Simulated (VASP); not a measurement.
# CsNa3 (Fm-3m) in VASP: vibrations by perturbation theory with LDA

Aim: the vibrations by perturbation theory of CsNa3 with LDA.

All numbers are computed with VASP 6.6.1; they aren't measurements. Logs are shortened: lines on timing, memory, paths and dates and some standing lists are left out, and cuts for length are marked.

## (1) The cell of the first run

It takes space group Fm-3m (No. 225, cubic). Conventional cell: a = 9.462 Å, b = 9.462 Å, c = 9.462 Å, α = 90.00°, β = 90.00°, γ = 90.00°. Cs (site symmetry m-3m) has 14 Na at 4.10 to 4.73 Å within 5.4 Å. Na (site symmetry -43m) has 4 Cs at 4.10 Å and 10 Na at 4.10 to 4.73 Å within 5.4 Å. Within 5.4 Å of Na (site symmetry m-3m) lie 8 Na at 4.10 Å and 6 Cs at 4.73 Å.

## (2) Vibrations by perturbation theory, LDA

INCAR

```
PREC = Accurate ; ENCUT = 520
EDIFF = 1E-8 ; ISMEAR = -1
SIGMA = 0.05 ; LREAL = False
LASPH = True ; NELM = 100
ALGO = Normal ; ISIF = 2
LWAVE = False ; LCHARG = False
GGA = CA ; IBRION = 8
NSW = 1
```

KPOINTS

```
Automatic mesh
0
Gamma
  6 6 6
```

POSCAR

```
CsNa3
1.0
    0.0000000000      4.7311220000      4.7311220000
    4.7311220000      0.0000000000      4.7311220000
    4.7311220000      4.7311220000      0.0000000000
Cs Na
1 3
Direct
    0.0000000000      0.0000000000      0.0000000000
    0.2500000000      0.2500000000      0.2500000000
    0.7500000000      0.7500000000      0.7500000000
    0.5000000000      0.5000000000      0.5000000000
```

Potentials or basis: VASP PAW LDA potentials, release 64 (Cs_sv, Na_pv).

Launch:

```console
cat potpaw_LDA.64/Cs_sv/POTCAR potpaw_LDA.64/Na_pv/POTCAR > POTCAR
mpirun -np 1 vasp_std > vasp.out
```

OUTCAR:

```text
PREC = Accurate
   ENCUT = 520
   EDIFF = 1E-8
   ISMEAR = -1
   LREAL = False
   LASPH = True
   NELM = 100
   ISIF = 2
   GGA = CA
   IBRION = 8
   NSW = 1

 ion  position               nearest neighbor table
   1  0.000  0.000  0.000-
   2  0.250  0.250  0.250-
   3  0.750  0.750  0.750-
   4  0.500  0.500  0.500-

  LATTYP: Found a face centered cubic cell.
 ALAT       =     9.4622440000

  Lattice vectors:

 A1 = (   0.0000000000,   4.7311220000,   4.7311220000)
 A2 = (   4.7311220000,   0.0000000000,   4.7311220000)
 A3 = (   4.7311220000,   4.7311220000,   0.0000000000)

Analysis of symmetry for initial positions (statically):
=====================================================================
 Subroutine PRICEL returns:
 Original cell was already a primitive cell.

 Routine SETGRP: Setting up the symmetry group for a
 face centered cubic supercell.

 Subroutine GETGRP returns: Found 48 space group operations
 (whereof 48 operations were pure point group operations)
 out of a pool of 48 trial point group operations.

The static configuration has the point symmetry O_h .

Analysis of symmetry for dynamics (positions and initial velocities):
=====================================================================
 Subroutine PRICEL returns:
 Original cell was already a primitive cell.

 Routine SETGRP: Setting up the symmetry group for a
 face centered cubic supercell.

 Subroutine GETGRP returns: Found 48 space group operations
 (whereof 48 operations were pure point group operations)
 out of a pool of 48 trial point group operations.

The dynamic configuration has the point symmetry O_h .

 Subroutine INISYM returns: Found 48 space group operations
 (whereof 48 operations are pure point group operations),
 and found     1 'primitive' translations

----------------------------------------------------------------------------------------

                                     Primitive cell

  volume of cell :     211.7983

  direct lattice vectors                    reciprocal lattice vectors
     0.000000000  4.731122000  4.731122000    -0.105683176  0.105683176  0.105683176
     4.731122000  0.000000000  4.731122000     0.105683176 -0.105683176  0.105683176
     4.731122000  4.731122000  0.000000000     0.105683176  0.105683176 -0.105683176

  length of vectors
     6.690816898  6.690816898  6.690816898     0.183048631  0.183048631  0.183048631

  position of ions in fractional coordinates (direct lattice)
     0.000000000  0.000000000  0.000000000
     0.250000000  0.250000000  0.250000000
     0.750000000  0.750000000  0.750000000
     0.500000000  0.500000000  0.500000000

  ion indices of the primitive-cell ions
   primitive index   ion index
                 1           1
                 2           2
                 3           3
                 4           4

----------------------------------------------------------------------------------------

 KPOINTS: Automatic mesh

Automatic generation of k-mesh.
 Grid dimensions read from file:
 generate k-points for:    6    6    6

 Generating k-lattice:

  Cartesian coordinates                     Fractional coordinates (reciprocal lattice)
    -0.017613863  0.017613863  0.017613863     0.166666667  0.000000000  0.000000000
     0.017613863 -0.017613863  0.017613863     0.000000000  0.166666667  0.000000000
     0.017613863  0.017613863 -0.017613863     0.000000000  0.000000000  0.166666667

  Length of vectors
     0.030508105  0.030508105  0.030508105

  Shift w.r.t. Gamma in fractional coordinates (k-lattice)
     0.000000000  0.000000000  0.000000000

 Subroutine IBZKPT returns following result:
 ===========================================

 Found     16 irreducible k-points:

 Following reciprocal coordinates:
[... 43 lines left out ...]
   POTIM  = 0.5000    time-step for ionic-motion
   TEBEG  =    0.0;   TEEND  =   0.0 temperature during run
   PSTRESS=    0.0 pullay stress
   NELECT =      30.0000    total number of electrons
   NUPDOWN=      -1.0000    fix difference up-down
   EMIN   =  10.00;   EMAX   =-10.00  energy-range for DOS
   EFERMI =   0.00;   METHOD = LEGACY
   ISMEAR =    -1;   SIGMA  =   0.05  broadening in eV -4-tet -1-fermi 0-gaus
   EFERMI_NEDOS =   21; number of points for ismear=-14 and -15
   IALGO  =     38    algorithm
   IMIX   =      4    mixing-type and parameters
     AMIX     =   0.40;   BMIX     =  1.00
     AMIX_MAG =   1.60;   BMIX_MAG =  1.00
  volume/ion in A,a.u.               =      52.95       357.32
  Fermi-wavevector in a.u.,A,eV,Ry     =   0.853377  1.612649  9.908482  0.728253
  Thomas-Fermi vector in A             =   1.969810
   LORBIT       =      0    0 simple, 1 ext, 2 COOP (PROOUT), +10 PAW based schemes
   GGA     = CA    functional components
   LHFCALC =     F    Hartree Fock is set to
   AEXX    =    0.0000 exact exchange contribution
   IVDW    =     0    specifies the selected vdW correction
   LEPSILON=     F    determine dielectric tensor
   LRPA    =     F    only Hartree local field effects (RPA)
 non-spin polarized calculation
  energy-cutoff  :      520.00
  volume of cell :      211.80
 maximum number of plane-waves:      5769
 NGX is ok and might be reduce to    50
   NGX = 25   NGY = 25   NGZ = 25

--------------------------------------- Ionic step        1  -------------------------------------------

 number of electron      30.0000004 magnetization

 Free energy of the ion-electron system (eV)
  ---------------------------------------------------
  ext. energy  EPLUGINS =         0.00000000
  ---------------------------------------------------
  free energy    TOTEN  =        -5.08226301 eV

  energy without entropy =       -5.05220839  energy(sigma->0) =       -5.06723570

 E-fermi :   0.1831     XC(G=0):  -6.3771

 val. band max:        0.1176826528   @ k =   0.5000   0.3333   0.0000
 cond. band min:       0.1884739197   @ k =  -0.3333   0.3333   0.1667
 fundamental gap:      0.0707912669
 Fermi energy:         0.1831214663

 k-point     1 :       0.0000    0.0000    0.0000
  band No.  band energies     occupation
      1     -24.9628      2.00000
      2     -24.9628      2.00000
      3     -24.9628      2.00000
      4     -24.9618      2.00000
      5     -24.9618      2.00000
      6     -24.9618      2.00000
[... 329 lines left out ...]
      6     -24.9616      2.00000
[... 11 lines left out ...]
     18       1.8613      0.00000
     19       2.5659      0.00000

------------------------ aborting loop because EDIFF is reached ----------------------------------------

  FORCE on cell =-STRESS in cart. coord.  units (eV):
  Direction    XX          YY          ZZ          XY          YZ          ZX
  --------------------------------------------------------------------------------------
  -------------------------------------------------------------------------------------
  Total       -0.7769773     -0.7769773     -0.7769773      0.0000000      0.0000000      0.0000000
  in kB       -5.8775519     -5.8775519     -5.8775519      0.0000000      0.0000000      0.0000000
  external PRESSURE =      -5.8775519 kB  Pullay stress =       0.0000000 kB

 VOLUME and BASIS-vectors are now :
 -----------------------------------------------------------------------------
  energy-cutoff  :      520.00
  volume of cell :      211.80
      direct lattice vectors                 reciprocal lattice vectors
     0.000000000  4.731122000  4.731122000    -0.105683176  0.105683176  0.105683176
     4.731122000  0.000000000  4.731122000     0.105683176 -0.105683176  0.105683176
     4.731122000  4.731122000  0.000000000     0.105683176  0.105683176 -0.105683176

 POSITION                                       TOTAL-FORCE (eV/Angst)
 -----------------------------------------------------------------------------------
      0.00000      0.00000      0.00000        -0.000000      0.000000     -0.000000
      2.36556      2.36556      2.36556        -0.000000     -0.000000     -0.000000
      7.09668      7.09668      7.09668         0.000000      0.000000      0.000000
      4.73112      4.73112      4.73112        -0.000000      0.000000     -0.000000
 -----------------------------------------------------------------------------------
    total drift:                               -0.000000     -0.000000     -0.000000

  FREE ENERGIE OF THE ION-ELECTRON SYSTEM (eV)
  ---------------------------------------------------
  free  energy   TOTEN  =        -5.0822630128 eV

  energy  without entropy=       -5.0522083911  energy(sigma->0) =       -5.06723570

[... ionic steps 2 to 12 ...]

--------------------------------------- Ionic step       13  -------------------------------------------

 Free energy of the ion-electron system (eV)
  ---------------------------------------------------
  ---------------------------------------------------
  free energy    TOTEN  =        -0.16233786 eV

  energy without entropy =       -0.16233785

------------------------ aborting loop because EDIFF is reached ----------------------------------------

 INTERNAL STRAIN TENSOR  FOR ION    4  DIRECTION 1   (eV/Angst):
 -----------------------------------------------------------------------------
     0.00194 -0.00000  0.00000
     0.00000 -0.00028 -0.00000
     0.00000 -0.00000 -0.00028

 INTERNAL STRAIN TENSOR FOR ION    4 for displacements in x,y,z  (eV/Angst):
          X           Y           Z          XY          YZ          ZX
  --------------------------------------------------------------------------------
  x     0.00000     0.00000     0.00000     0.00000     0.00000     0.00000
  y     0.00000     0.00000     0.00000     0.00000     0.00000     0.00000
  z     0.00000     0.00000     0.00000     0.00000     0.00000     0.00000

 SECOND DERIVATIVES (NOT SYMMETRIZED)
 ------------------------------------
               1X          1Y          1Z          2X          2Y          2Z          3X          3Y          3Z          4X          4Y          4Z
  1X    -0.854040    0.000000    0.000000    0.347057    0.000000    0.000000    0.347057    0.000000    0.000000    0.159925    0.000000    0.000000
  1Y     0.000000   -0.854040    0.000000    0.000000    0.347057    0.000000    0.000000    0.347057    0.000000    0.000000    0.159925    0.000000
  1Z     0.000000    0.000000   -0.854040    0.000000    0.000000    0.347057    0.000000    0.000000    0.347057    0.000000    0.000000    0.159925
  2X     0.333369    0.000000    0.000000   -0.277227    0.000000    0.000000   -0.099107    0.000000    0.000000    0.042966    0.000000    0.000000
  2Y     0.000000    0.333369    0.000000    0.000000   -0.277227    0.000000    0.000000   -0.099107    0.000000    0.000000    0.042966    0.000000
  2Z     0.000000    0.000000    0.333369    0.000000    0.000000   -0.277227    0.000000    0.000000   -0.099107    0.000000    0.000000    0.042966
  3X     0.333369    0.000000    0.000000   -0.099107    0.000000    0.000000   -0.277227    0.000000    0.000000    0.042966    0.000000    0.000000
  3Y     0.000000    0.333369    0.000000    0.000000   -0.099107    0.000000    0.000000   -0.277227    0.000000    0.000000    0.042966    0.000000
  3Z     0.000000    0.000000    0.333369    0.000000    0.000000   -0.099107    0.000000    0.000000   -0.277227    0.000000    0.000000    0.042966
  4X     0.146106    0.000000    0.000000    0.042713    0.000000    0.000000    0.042713    0.000000    0.000000   -0.231532    0.000000    0.000000
  4Y     0.000000    0.146106    0.000000    0.000000    0.042713    0.000000    0.000000    0.042713    0.000000    0.000000   -0.231532    0.000000
  4Z     0.000000    0.000000    0.146106    0.000000    0.000000    0.042713    0.000000    0.000000    0.042713    0.000000    0.000000   -0.231532

 Eigenvectors and eigenvalues of the dynamical matrix
 ----------------------------------------------------

   1 f  =    2.292056 THz    14.401415 2PiTHz   76.454772 cm-1     9.479179 meV
             X         Y         Z           dx          dy          dz
      0.000000  0.000000  0.000000    -0.432578    0.223822    0.000000
      2.365561  2.365561  2.365561     0.546041   -0.282530    0.000000
      7.096683  7.096683  7.096683     0.546041   -0.282530   -0.000000
      4.731122  4.731122  4.731122    -0.073306    0.037930   -0.000000
[... 71 lines left out ...]
  12 f/i=    0.026258 THz     0.164983 2PiTHz    0.875869 cm-1     0.108594 meV
             X         Y         Z           dx          dy          dz
      0.000000  0.000000  0.000000     0.319148   -0.737627   -0.000000
      2.365561  2.365561  2.365561     0.135672   -0.313570   -0.000000
      7.096683  7.096683  7.096683     0.135672   -0.313570    0.000000
      4.731122  4.731122  4.731122     0.137892   -0.318701   -0.000000

--------------------------------------------------------------------------------------------------------

 ELASTIC MODULI CONTR FROM IONIC RELAXATION (kBar)
 Direction    XX          YY          ZZ          XY          YZ          ZX
 --------------------------------------------------------------------------------
 XX          -0.0000      0.0000      0.0000     -0.0000      0.0000     -0.0000
 YY           0.0000     -0.0000      0.0000     -0.0000     -0.0000      0.0000
 ZZ           0.0000      0.0000     -0.0000      0.0000     -0.0000     -0.0000
 XY          -0.0000     -0.0000      0.0000    -50.8047      0.0000      0.0000
 YZ           0.0000     -0.0000     -0.0000      0.0000    -50.8047      0.0000
 ZX          -0.0000      0.0000     -0.0000      0.0000      0.0000    -50.8047
 --------------------------------------------------------------------------------
```

It took 15 min on 1 thread of Intel Xeon Platinum 8259CL at 2.50GHz (Skylake/Cascade Lake), shared host; peak memory 0.62 GiB.

What came out:

- Highest phonon frequency at Γ: 76 cm⁻¹

Phonon frequencies in cm⁻¹ (negative: imaginary):
```tsv
q point	frequencies
(0.000, 0.000, 0.000)	-1 -1 -1 46 46 46 56 56 56 76 76 76
```

Caveat: spin-orbit coupling is left out, which moves the levels of the heavy elements.
